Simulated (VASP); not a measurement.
# Al2O3 (P-6m2) in VASP: further runs, part 2 of 2

VASP 6.6.1. The steps go on from the part before.

## 3. Single point, r2SCAN

This run uses another cell than the first one, of 13.45 Å³/atom, 1.033 times its volume.

The input, POSCAR:

```
Al2O3
1.0
    2.8843249500      0.0000000000      0.0000000000
   -1.4421624700      2.4978986800      0.0000000000
    0.0000000000      0.0000000000      9.3367544600
Al O
2 3
Direct
    0.0000000000      0.0000000000      0.1499923304
    0.0000000000      0.0000000000      0.8500076696
    0.3333333294      0.6666666680      0.2223169195
    0.6666666686      0.3333333280      0.0000000000
    0.3333333294      0.6666666680      0.7776830805
```

The input, INCAR.step1:

```
ALGO = Normal
EDIFF = 1E-4
ENCUT = 520
GGA = PE
ISMEAR = 0
LASPH = True
LCHARG = False
LREAL = False
LWAVE = True
NBANDS = 20
NELM = 100
PREC = Accurate
SIGMA = 0.01
```

The input, INCAR.step2:

```
ALGO = Normal
EDIFF = 1E-6
ENCUT = 520
ISIF = 2
ISMEAR = 0
ISTART = 1
LASPH = True
LCHARG = False
LMIXTAU = True
LREAL = False
LWAVE = False
METAGGA = R2SCAN
NBANDS = 20
NELM = 100
PREC = Accurate
SIGMA = 0.01
```

The input, KPOINTS:

```
k-points
0
Gamma
  4 4 2
```

Potentials or basis: VASP PAW PBE potentials, release 64 (Al, O).

Command:

```bash
$ cat potpaw_PBE.64/Al/POTCAR potpaw_PBE.64/O/POTCAR > POTCAR
$ cp INCAR.step1 INCAR
$ mpirun -np 1 vasp_std > vasp.out
$ cp INCAR.step2 INCAR
$ mpirun -np 1 vasp_std > vasp.out
```

OUTCAR:

```text
EDIFF = 1E-6
   ENCUT = 520
   ISIF = 2
   ISMEAR = 0
   ISTART = 1
   LASPH = True
   LREAL = False
   METAGGA = R2SCAN
   NELM = 100
   PREC = Accurate

 ion  position               nearest neighbor table
   1  0.000  0.000  0.150-   3 1.80   3 1.80   3 1.80   4 2.18   4 2.18   4 2.18   2 2.80
   2  0.000  0.000  0.850-   5 1.80   5 1.80   5 1.80   4 2.18   4 2.18   4 2.18   1 2.80
   3  0.333  0.667  0.222-   1 1.80   1 1.80   1 1.80
   4  0.667  0.333  0.000-   1 2.18   2 2.18   1 2.18   2 2.18   1 2.18   2 2.18
   5  0.333  0.667  0.778-   2 1.80   2 1.80   2 1.80

  LATTYP: Found a hexagonal cell.
 ALAT       =     2.8843249500
 C/A-ratio  =     3.2370674670

  Lattice vectors:

 A1 = (   2.8843249500,   0.0000000000,   0.0000000000)
 A2 = (  -1.4421624700,   2.4978986800,   0.0000000000)
 A3 = (   0.0000000000,   0.0000000000,   9.3367544600)

Analysis of symmetry for initial positions (statically):
=====================================================================
 Subroutine PRICEL returns:
 Original cell was already a primitive cell.

 Routine SETGRP: Setting up the symmetry group for a
 hexagonal supercell.

 Subroutine GETGRP returns: Found 12 space group operations
 (whereof 12 operations were pure point group operations)
 out of a pool of 24 trial point group operations.

The static configuration has the point symmetry D_3h.

Analysis of symmetry for dynamics (positions and initial velocities):
=====================================================================
 Subroutine PRICEL returns:
 Original cell was already a primitive cell.

 Routine SETGRP: Setting up the symmetry group for a
 hexagonal supercell.

 Subroutine GETGRP returns: Found 12 space group operations
 (whereof 12 operations were pure point group operations)
 out of a pool of 24 trial point group operations.

The dynamic configuration has the point symmetry D_3h.

 Subroutine INISYM returns: Found 12 space group operations
 (whereof 12 operations are pure point group operations),
 and found     1 'primitive' translations

----------------------------------------------------------------------------------------

                                     Primitive cell

  volume of cell :      67.2690

  direct lattice vectors                    reciprocal lattice vectors
     2.884324950  0.000000000  0.000000000     0.346701574  0.200168246  0.000000000
    -1.442162470  2.497898680  0.000000000     0.000000000  0.400336494  0.000000000
     0.000000000  0.000000000  9.336754460     0.000000000  0.000000000  0.107103598

  length of vectors
     2.884324950  2.884324948  9.336754460     0.400336494  0.400336494  0.107103598

  position of ions in fractional coordinates (direct lattice)
     0.000000000  0.000000000  0.149992330
     0.000000000  0.000000000  0.850007670
     0.333333329  0.666666668  0.222316920
     0.666666669  0.333333328  0.000000000
     0.333333329  0.666666668  0.777683080

  ion indices of the primitive-cell ions
   primitive index   ion index
                 1           1
[... 24 lines left out ...]
     0.000000000  0.000000000  0.000000000

 Subroutine IBZKPT returns following result:
 ===========================================

 Found      8 irreducible k-points:

 Following reciprocal coordinates:
            Coordinates               Weight
  0.000000  0.000000  0.000000      1.000000
  0.250000  0.000000  0.000000      6.000000
  0.500000  0.000000  0.000000      3.000000
  0.250000  0.250000  0.000000      6.000000
  0.000000  0.000000  0.500000      1.000000
  0.250000  0.000000  0.500000      6.000000
  0.500000  0.000000  0.500000      3.000000
  0.250000  0.250000  0.500000      6.000000
   k-points           NKPTS =      8   k-points in BZ     NKDIM =      8   number of bands    NBANDS=     20
   number of dos      NEDOS =    301   number of ions     NIONS =      5
   total plane-waves  NPLWV =  40320
   dimension x,y,z NGX =    24 NGY =   24 NGZ =   70
   dimension x,y,z NGXF=    48 NGYF=   48 NGZF=  140
   ions per type =               2   3
   NGX,Y,Z   is equivalent  to a cutoff of  13.83, 13.83, 12.46 a.u.
   NGXF,Y,Z  is equivalent  to a cutoff of  27.67, 27.67, 24.93 a.u.
 SYSTEM =  unknown system
   PREC   = accura    normal or accurate (medium, high low for compatibility)
   ISTART =      1    job   : 0-new  1-cont  2-samecut
   ICHARG =      0    charge: 1-file 2-atom 10-const
   ISPIN  =      1    spin polarized calculation?
   LNONCOLLINEAR =      F non collinear calculations
   LSORBIT =      F    spin-orbit coupling
   LASPH  =      T    aspherical Exc in radial PAW
   ENCUT  =  520.0 eV  38.22 Ry    6.18 a.u.   5.36  5.36 17.36*2*pi/ulx,y,z
   NELM   =    100;   NELMIN=  2; NELMDL=  0     # of ELM steps
   EDIFF  = 0.1E-05   stopping-criterion for ELM
   LREAL  =      F    real-space projection
   EDIFFG = 0.1E-04   stopping-criterion for IOM
   NSW    =      0    number of steps for IOM
   IBRION =     -1    ionic relax: 0-MD 1-quasi-New 2-CG
   NFREE  =      0    steps in history (QN), initial steepest desc. (CG)
   ISIF   =      2    stress and relaxation
   ISYM   =      2    0-nonsym 1-usesym 2-fastsym
   POTIM  = 0.5000    time-step for ionic-motion
   TEBEG  =    0.0;   TEEND  =   0.0 temperature during run
   PSTRESS=    0.0 pullay stress
   NELECT =      24.0000    total number of electrons
   NUPDOWN=      -1.0000    fix difference up-down
   EMIN   =  10.00;   EMAX   =-10.00  energy-range for DOS
   EFERMI =   0.00;   METHOD = LEGACY
   ISMEAR =     0;   SIGMA  =   0.01  broadening in eV -4-tet -1-fermi 0-gaus
   EFERMI_NEDOS =   21; number of points for ismear=-14 and -15
   IALGO  =     38    algorithm
   IMIX   =      4    mixing-type and parameters
     AMIX     =   0.40;   BMIX     =  1.00
     AMIX_MAG =   1.60;   BMIX_MAG =  1.00
  volume/ion in A,a.u.               =      13.45        90.79
  Fermi-wavevector in a.u.,A,eV,Ry     =   1.161111  2.194181 18.343074  1.348178
  Thomas-Fermi vector in A             =   2.297686
   LORBIT       =      0    0 simple, 1 ext, 2 COOP (PROOUT), +10 PAW based schemes
   METAGGA = R2SCAN    functional components
   LHFCALC =     F    Hartree Fock is set to
   AEXX    =    0.0000 exact exchange contribution
   IVDW    =     0    specifies the selected vdW correction
   LEPSILON=     F    determine dielectric tensor
   LRPA    =     F    only Hartree local field effects (RPA)
 non-spin polarized calculation
 Gauss-broadening in eV      SIGMA  =   0.01
  energy-cutoff  :      520.00
  volume of cell :       67.27
 maximum number of plane-waves:      1846
 NGX is ok and might be reduce to    24
   NGX = 11   NGY = 11   NGZ = 35

 number of electron      23.9999983 magnetization

 Free energy of the ion-electron system (eV)
  ---------------------------------------------------
  ext. energy  EPLUGINS =         0.00000000
  ---------------------------------------------------
  free energy    TOTEN  =       -46.77343339 eV

  energy without entropy =      -46.77343339  energy(sigma->0) =      -46.77343339

 E-fermi :   0.4997     XC(G=0):  -8.7575

 val. band max:        0.3898780335   @ k =   0.2500   0.0000   0.0000
 cond. band min:       6.0673228575   @ k =   0.0000   0.0000   0.0000
 fundamental gap:      5.6774448240
 Fermi energy:         0.4997055302

 k-point     1 :       0.0000    0.0000    0.0000
  band No.  band energies     occupation
      1     -19.1980      2.00000
      2     -18.1557      2.00000
      3     -17.0316      2.00000
      4      -4.5618      2.00000
      5      -1.6365      2.00000
      6      -1.0545      2.00000
[... 173 lines left out ...]
     19      14.6190      0.00000
     20      15.2466      0.00000

------------------------ aborting loop because EDIFF is reached ----------------------------------------

  FORCE on cell =-STRESS in cart. coord.  units (eV):
  Direction    XX          YY          ZZ          XY          YZ          ZX
  --------------------------------------------------------------------------------------
  -------------------------------------------------------------------------------------
  Total       -2.1852859     -2.1852859     -1.5238853     -0.0000000      0.0000000      0.0000000
  in kB      -52.0479826    -52.0479826    -36.2950925     -0.0000001      0.0000000      0.0000000
  external PRESSURE =     -46.7970192 kB  Pullay stress =       0.0000000 kB

 VOLUME and BASIS-vectors are now :
 -----------------------------------------------------------------------------
  energy-cutoff  :      520.00
  volume of cell :       67.27
      direct lattice vectors                 reciprocal lattice vectors
     2.884324950  0.000000000  0.000000000     0.346701574  0.200168246  0.000000000
    -1.442162470  2.497898680  0.000000000     0.000000000  0.400336494  0.000000000
     0.000000000  0.000000000  9.336754460     0.000000000  0.000000000  0.107103598

 POSITION                                       TOTAL-FORCE (eV/Angst)
 -----------------------------------------------------------------------------------
      0.00000      0.00000      1.40044        -0.000000      0.000000      0.150762
      0.00000      0.00000      7.93631        -0.000000      0.000000     -0.150762
     -0.00000      1.66527      2.07572         0.000000     -0.000000     -0.447529
      1.44216      0.83263      0.00000        -0.000000      0.000000      0.000000
     -0.00000      1.66527      7.26104         0.000000     -0.000000      0.447529
 -----------------------------------------------------------------------------------
    total drift:                                0.000022      0.000005      0.000000

  FREE ENERGIE OF THE ION-ELECTRON SYSTEM (eV)
  ---------------------------------------------------
  free  energy   TOTEN  =       -46.7734333934 eV

  energy  without entropy=      -46.7734333934  energy(sigma->0) =      -46.77343339
```

Run time: 30 s. Hardware: 1 thread of Intel Xeon 6975P-C (Granite Rapids), shared host; peak memory 0.2 GiB.

Results:

- Free energy: -46.7734 eV
- Pressure: -4.7 GPa
- Largest force: 0.448 eV/Å
- Band gap on the k mesh: 5.68 eV, indirect (least direct gap 5.83 eV)

Forces on the atoms (eV/Å):
```
Al   0.000  0.000  0.151
Al   0.000  0.000 -0.151
O    0.000  0.000 -0.448
O    0.000  0.000  0.000
O    0.000  0.000  0.448
```

Levels at points of the mesh, in eV from the valence-band top:
```
           k point  band 10  band 11  band 12  band 13  band 14  band 15
(0.00, 0.00, 0.00)    -0.48    -0.48    -0.15     5.68     8.37     8.84
(0.50, 0.00, 0.00)    -0.96    -0.74    -0.50     8.76     9.98    10.09
(0.00, 0.00, 0.50)    -0.48    -0.48    -0.19     5.81     7.94     8.97
(0.50, 0.00, 0.50)    -0.96    -0.75    -0.49     8.78     9.93    10.16
```

Caveat: the k points lie up to 0.63 Å⁻¹ apart; the PAW data sets were made with another functional, which shifts forces and pressure a little. A k mesh can miss the band edges.
